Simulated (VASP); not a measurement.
# Na2Sc (P-3m1) in VASP: further runs

Runs on Na2Sc. Level: PBE. Tasks: single point.

All numbers are computed with VASP 6.6.1; they aren't measurements. Logs are shortened: lines on timing, memory, paths and dates and some standing lists are left out, and cuts for length are marked.

## Step 1: The cell of the first run

It takes space group P-3m1 (No. 164, trigonal). The conventional cell has a = 3.373 Å, b = 3.373 Å, c = 5.630 Å, α = 90.00°, β = 90.00°, γ = 120.00°. Na (site symmetry 3m) has 3 Sc at 2.40 Å within 3.2 Å. Within 3.2 Å of Sc (site symmetry -3m) lie 6 Na at 2.40 Å.

## Step 2: Single point, PBE

File INCAR:

```
SYSTEM = Na2Sc
ALGO = Normal ; EDIFF = 1E-7
ENCUT = 520 ; GGA = PE
ISIF = 2 ; ISMEAR = -1
LASPH = .TRUE. ; LCHARG = .FALSE.
LREAL = .FALSE. ; LWAVE = .FALSE.
NBANDS = 20 ; NELM = 60
PREC = Accurate ; SIGMA = 0.1
```

File KPOINTS:

```
k-points
0
G
  7 7 4
  0 0 0
```

File POSCAR:

```
Na2Sc
1.0
    3.3730850600      0.0000000000      0.0000000000
   -1.6865425300      2.9211773500      0.0000000000
    0.0000000000      0.0000000000      5.6300470300
Na Sc
2 1
Direct
    0.3333333300      0.6666666700      0.2500000000
    0.6666666700      0.3333333300      0.7500000000
    0.0000000000      0.0000000000      0.0000000000
```

Potentials or basis: VASP PAW PBE potentials, release 64 (Na_pv, Sc_sv).

Run with:

```sh
$ cat potpaw_PBE.64/Na_pv/POTCAR potpaw_PBE.64/Sc_sv/POTCAR > POTCAR
$ mpirun -np 1 vasp_std > vasp.out
```

OUTCAR:

```text
SYSTEM = Na2Sc
   EDIFF = 1E-7
   ENCUT = 520
   GGA = PE
   ISIF = 2
   ISMEAR = -1
   LASPH = .TRUE.
   LREAL = .FALSE.
   NELM = 60
   PREC = Accurate

 ion  position               nearest neighbor table
   1  0.333  0.667  0.250-   3 2.40   3 2.40   3 2.40
   2  0.667  0.333  0.750-   3 2.40   3 2.40   3 2.40
   3  0.000  0.000  0.000-   1 2.40   2 2.40   1 2.40   2 2.40   2 2.40   1 2.40

  LATTYP: Found a hexagonal cell.
 ALAT       =     3.3730850600
 C/A-ratio  =     1.6691091182

  Lattice vectors:

 A1 = (   3.3730850600,   0.0000000000,   0.0000000000)
 A2 = (  -1.6865425300,   2.9211773500,   0.0000000000)
 A3 = (   0.0000000000,   0.0000000000,   5.6300470300)

Analysis of symmetry for initial positions (statically):
=====================================================================
 Subroutine PRICEL returns:
 Original cell was already a primitive cell.

 Routine SETGRP: Setting up the symmetry group for a
 hexagonal supercell.

 Subroutine GETGRP returns: Found 12 space group operations
 (whereof 12 operations were pure point group operations)
 out of a pool of 24 trial point group operations.

The static configuration has the point symmetry D_3d.

Analysis of symmetry for dynamics (positions and initial velocities):
=====================================================================
 Subroutine PRICEL returns:
 Original cell was already a primitive cell.

 Routine SETGRP: Setting up the symmetry group for a
 hexagonal supercell.

 Subroutine GETGRP returns: Found 12 space group operations
 (whereof 12 operations were pure point group operations)
 out of a pool of 24 trial point group operations.

The dynamic configuration has the point symmetry D_3d.

 Subroutine INISYM returns: Found 12 space group operations
 (whereof 12 operations are pure point group operations),
 and found     1 'primitive' translations

----------------------------------------------------------------------------------------

                                     Primitive cell

  volume of cell :      55.4750

  direct lattice vectors                    reciprocal lattice vectors
     3.373085060  0.000000000  0.000000000     0.296464507  0.171163863  0.000000000
    -1.686542530  2.921177350  0.000000000     0.000000000  0.342327726  0.000000000
[... 81 lines left out ...]
   ISPIN  =      1    spin polarized calculation?
   LNONCOLLINEAR =      F non collinear calculations
   LSORBIT =      F    spin-orbit coupling
   LASPH  =      T    aspherical Exc in radial PAW
   ENCUT  =  520.0 eV  38.22 Ry    6.18 a.u.   6.27  6.27 10.47*2*pi/ulx,y,z
   NELM   =     60;   NELMIN=  2; NELMDL= -5     # of ELM steps
   EDIFF  = 0.1E-06   stopping-criterion for ELM
   LREAL  =      F    real-space projection
   EDIFFG = 0.1E-05   stopping-criterion for IOM
   NSW    =      0    number of steps for IOM
   IBRION =     -1    ionic relax: 0-MD 1-quasi-New 2-CG
   NFREE  =      0    steps in history (QN), initial steepest desc. (CG)
   ISIF   =      2    stress and relaxation
   ISYM   =      2    0-nonsym 1-usesym 2-fastsym
   POTIM  = 0.5000    time-step for ionic-motion
   TEBEG  =    0.0;   TEEND  =   0.0 temperature during run
   PSTRESS=    0.0 pullay stress
   NELECT =      25.0000    total number of electrons
   NUPDOWN=      -1.0000    fix difference up-down
   EMIN   =  10.00;   EMAX   =-10.00  energy-range for DOS
   EFERMI =   0.00;   METHOD = LEGACY
   ISMEAR =    -1;   SIGMA  =   0.10  broadening in eV -4-tet -1-fermi 0-gaus
   EFERMI_NEDOS =   21; number of points for ismear=-14 and -15
   IALGO  =     38    algorithm
   IMIX   =      4    mixing-type and parameters
     AMIX     =   0.40;   BMIX     =  1.00
     AMIX_MAG =   1.60;   BMIX_MAG =  1.00
  volume/ion in A,a.u.               =      18.49       124.79
  Fermi-wavevector in a.u.,A,eV,Ry     =   1.255131  2.371854 21.433993  1.575354
  Thomas-Fermi vector in A             =   2.388903
   LORBIT       =      0    0 simple, 1 ext, 2 COOP (PROOUT), +10 PAW based schemes
   GGA     = PE    functional components
   LHFCALC =     F    Hartree Fock is set to
   AEXX    =    0.0000 exact exchange contribution
   IVDW    =     0    specifies the selected vdW correction
   LEPSILON=     F    determine dielectric tensor
   LRPA    =     F    only Hartree local field effects (RPA)
 non-spin polarized calculation
  energy-cutoff  :      520.00
  volume of cell :       55.47
 maximum number of plane-waves:      1521
 NGX is ok and might be reduce to    28
   NGX = 13   NGY = 13   NGZ = 21

 number of electron      24.9999993 magnetization

 Free energy of the ion-electron system (eV)
  ---------------------------------------------------
  ext. energy  EPLUGINS =         0.00000000
  ---------------------------------------------------
  free energy    TOTEN  =        -2.95024814 eV

  energy without entropy =       -2.83473684  energy(sigma->0) =       -2.89249249

 E-fermi :   3.8558     XC(G=0):  -9.3699

 val. band max:        3.8134815454   @ k =   0.1429   0.0000   0.0000
 cond. band min:       3.8641574129   @ k =   0.0000   0.1429   0.2500
 fundamental gap:      0.0506758675
 Fermi energy:         3.8557997927

 k-point     1 :       0.0000    0.0000    0.0000
  band No.  band energies     occupation
      1     -45.7079      2.00000
      2     -24.6768      2.00000
      3     -24.3142      2.00000
      4     -24.3142      2.00000
      5     -21.4024      2.00000
      6     -21.3574      2.00000
[... 541 lines left out ...]
     19       8.9911      0.00000
     20      12.0735      0.00000

 [... further k-points ...]

------------------------ aborting loop because EDIFF is reached ----------------------------------------

  FORCE on cell =-STRESS in cart. coord.  units (eV):
  Direction    XX          YY          ZZ          XY          YZ          ZX
  --------------------------------------------------------------------------------------
  -------------------------------------------------------------------------------------
  Total       10.0282566     10.0282566     10.8814589      0.0000000     -0.0000000      0.0000000
  in kB      289.6268216    289.6268214    314.2682227      0.0000000     -0.0000000      0.0000000
  external PRESSURE =     297.8406219 kB  Pullay stress =       0.0000000 kB

 VOLUME and BASIS-vectors are now :
 -----------------------------------------------------------------------------
  energy-cutoff  :      520.00
  volume of cell :       55.47
      direct lattice vectors                 reciprocal lattice vectors
     3.373085060  0.000000000  0.000000000     0.296464507  0.171163863  0.000000000
    -1.686542530  2.921177350  0.000000000     0.000000000  0.342327726  0.000000000
     0.000000000  0.000000000  5.630047030     0.000000000  0.000000000  0.177618410

 POSITION                                       TOTAL-FORCE (eV/Angst)
 -----------------------------------------------------------------------------------
     -0.00000      1.94745      1.40751         0.000000      0.000000      4.010852
      1.68654      0.97373      4.22254         0.000000      0.000000     -4.010852
      0.00000      0.00000      0.00000        -0.000000      0.000000      0.000000
 -----------------------------------------------------------------------------------
    total drift:                                0.000000      0.000000      0.000000

  FREE ENERGIE OF THE ION-ELECTRON SYSTEM (eV)
  ---------------------------------------------------
  free  energy   TOTEN  =        -2.9502481441 eV

  energy  without entropy=       -2.8347368406  energy(sigma->0) =       -2.89249249
```

stdout:

```text
POSCAR found type information on POSCAR NaSc
 POSCAR found :  2 types and       3 ions
 scaLAPACK will be used
 LDA part: xc-table for (Slater+PW92), standard interpolation
 POSCAR, INCAR and KPOINTS ok, starting setup
 FFT: planning ... GRIDC
 FFT: planning ... GRID_SOFT
 FFT: planning ... GRID
 WAVECAR not read
 entering main loop
```

Wall time 18 s (1 thread of Intel Xeon 6975P-C (Granite Rapids), shared host); peak memory 0.18 GiB.

What came out:

* Free energy: -2.9502 eV
* Pressure: 29.8 GPa
* Largest force: 4.011 eV/Å
* Band gap on the k mesh: zero (an odd number of electrons rules out a gap without spin polarisation)

Forces on the atoms (eV/Å):
```
Na   0.000  0.000  4.011
Na   0.000  0.000 -4.011
Sc   0.000  0.000  0.000
```

Caveat: the cell stands under pressure; forces of over 1 eV/Å act on the atoms, so gaps and moduli don't describe the material at rest.

(Part 1 of 2 ends here.)

The gap in the log of VASP goes by the Fermi energy; the results here count the filled bands.